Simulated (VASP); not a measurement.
Wanted: the native input for a VASP 6.6.1 run.

```
Task                   : single point
Functional             : PBE
Potentials or basis    : VASP PAW PBE potentials, release 64 (Rb_sv, Zn, I)
Cutoff                 : 520 eV
k mesh                 : 4 × 4 × 4
Occupations            : fermi-dirac, width 0.02 eV
Spin                   : no spin polarisation
Dipole correction      : no
Further INCAR settings : ALGO = Normal; EDIFF = 1e-07; NBANDS = 29
```

The structure of RbZnI3 lies in POSCAR:

```
RbZnI3
1.0
    5.8925440270      0.0000000000      0.0000000000
    0.0000000000      5.8925440270      0.0000000000
    0.0000000000      0.0000000000      5.8925440270
Rb Zn I
1 1 3
Direct
    0.0000000000      0.0000000000      0.0000000000
    0.5000000000      0.5000000000      0.5000000000
    0.5000000000      0.5000000000      0.0000000000
    0.5000000000      0.0000000000      0.5000000000
    0.0000000000      0.5000000000      0.5000000000
```

This cell differs from its parent crystal: volume changed by +6%.

One way to write it, as run:

INCAR

```
  PREC = Accurate
  ENCUT = 520
  EDIFF = 1E-7
  ISMEAR = -1
  SIGMA = 0.02
  LREAL = F
  LASPH = T
  NELM = 80
  ALGO = Normal
  ISIF = 2
  LWAVE = F
  LCHARG = F
  GGA = PE
  NBANDS = 29
```

KPOINTS

```
regular mesh
0
Gamma
  4 4 4
```

Potentials or basis: VASP PAW PBE potentials, release 64 (Rb_sv, Zn, I).

The run is started by

```sh
$ cat potpaw_PBE.64/Rb_sv/POTCAR potpaw_PBE.64/Zn/POTCAR potpaw_PBE.64/I/POTCAR > POTCAR
$ mpirun -np 1 vasp_std > vasp.out
```

Results of the run:

```json
{"Pressure": "-1.0 GPa", "Band gap on the k mesh": "zero (band 21 reaches 1.05 eV, above the bottom of band 22 at 0.61 eV)"}
```

Caveat: spin-orbit coupling is left out, which moves the levels of the heavy elements.

Wall time 78 s on 1 thread of Intel(R) Xeon(R) Platinum 8259CL CPU @ 2.50GHz (Skylake/Cascade Lake), with other jobs on the host, peak memory 0.34 GiB.
